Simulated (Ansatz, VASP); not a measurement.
# Two plane-wave programs on SnTe

File POSCAR:

```
SnTe
1.0
    0.0000000000      3.6519158383      3.6519158383
    3.6519158383      0.0000000000      3.6519158383
    3.6519158383      3.6519158383      0.0000000000
Sn Te
1 1
Direct
    0.0000000000      0.0000000000      0.0000000000
    0.7500000000      0.7500000000      0.7500000000
```

The input INCAR.step1:

```
  PREC = Accurate
  ENCUT = 550
  ISMEAR = 0
  SIGMA = 0.05
  LREAL = F
  LASPH = T
  NELM = 120
  NBANDS = 17
  GGA = PE
  ALGO = Normal
  EDIFF = 1E-5
  LWAVE = T
  LCHARG = F
  GGA_COMPAT = F
```

The input INCAR.step2:

```
  PREC = Accurate
  ENCUT = 550
  EDIFF = 1E-6
  ISMEAR = 0
  SIGMA = 0.05
  LREAL = F
  LASPH = T
  NELM = 120
  ALGO = Normal
  ISIF = 2
  LWAVE = F
  LCHARG = T
  METAGGA = R2SCAN
  LMIXTAU = T
  LELF = T
  LVHAR = T
  NBANDS = 17
  ISTART = 1
  GGA_COMPAT = F
```

The input KPOINTS:

```
Automatic mesh
0
Gamma
  8 8 8
```

Input for Ansatz:

```yaml
crystal:
  lattice:
    - [0.0, 3.6519158383, 3.6519158383]
    - [3.6519158383, 0.0, 3.6519158383]
    - [3.6519158383, 3.6519158383, 0.0]
  atoms:
    - { symbol: Sn, position: [0.0, 0.0, 0.0] }
    - { symbol: Te, position: [0.75, 0.75, 0.75] }
basis:
  ecutwfc: 500
  xc_grid: 4
kpoints:
  mp_grid: { grid: [8, 8, 8] }
hamiltonian:
  xc: r2scan
scf:
  occupations: { method: gaussian, width: 0.05 }
output:
  forces: true
  eigenvalues: true
  stress: true
```

Alike in both runs: task single point; functional r2SCAN; k mesh 8 × 8 × 8; occupations gaussian, width 0.05 eV; no spin polarisation.

|  | VASP | Ansatz |
| --- | --- | --- |
| version | VASP 6.6.1 | Ansatz 0.2.0 |
| potentials or method | VASP PAW PBE potentials, release 64 (Sn_d, Te), cutoff 550 eV | scalar-relativistic, plane waves, PAW |
| valence electrons in the cell | 20 | 30 |

|  | VASP | Ansatz | Ansatz less VASP |
| --- | --- | --- | --- |
| gap on the k mesh at the Fermi level (eV) | 0.25 | 0.26 | +0.003 |
| pressure (GPa) | -1.4 | -1.3 | +0.02 |

VASP's potentials were made for PBE, not for r2SCAN. With one functional, cell and mesh, what is left measures potentials, basis and numerics. VASP's potentials hold 20 valence electrons a cell and Ansatz's 30, so a difference there can come from the potentials and not from the codes.

Neither program's run includes spin-orbit coupling.
